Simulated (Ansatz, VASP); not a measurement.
# ZnO: VASP beside Ansatz

```
Zn O
1.0
     3.27092    0.00000    0.00000
    -1.63546    2.83270    0.00000
     0.00000    0.00000    5.23826
Zn O
2 2
Direct
  0.33333 0.66667 0.00000
  0.66667 0.33333 0.50000
  0.33333 0.66667 0.38210
  0.66667 0.33333 0.88210
```

Change from the starting cell: volume scaled by 1.02.

Alike in both runs: task single point; functional LDA; k mesh 8 × 8 × 5; occupations fermi-dirac, width 0.01 eV; no spin polarisation.

```csv
,VASP,Ansatz
version,VASP 6.6.1,Ansatz 0.2.0
potentials or method,"VASP PAW LDA potentials, release 64 (Zn, O), cutoff 520 eV","all-electron LAPW, scalar-relativistic"
```

```csv
,VASP,Ansatz,Ansatz less VASP
gap on the k mesh at the Fermi level (eV),0.71,0.71,+0.004
pressure (GPa),-8.6,-9.5,-0.90
"traceless stress, the component that is largest in VASP (GPa)",0.46,0.46,+0.003
rms of the force components (eV/Å),0.023,0.023,-0.0002
```

LDA's correlation is that of Perdew and Zunger in VASP and of Perdew and Wang (1992) in Ansatz. Atom by atom the forces differ by 0.000 eV/Å (rms over components). Ansatz ran all-electron here, and VASP with PAW potentials.
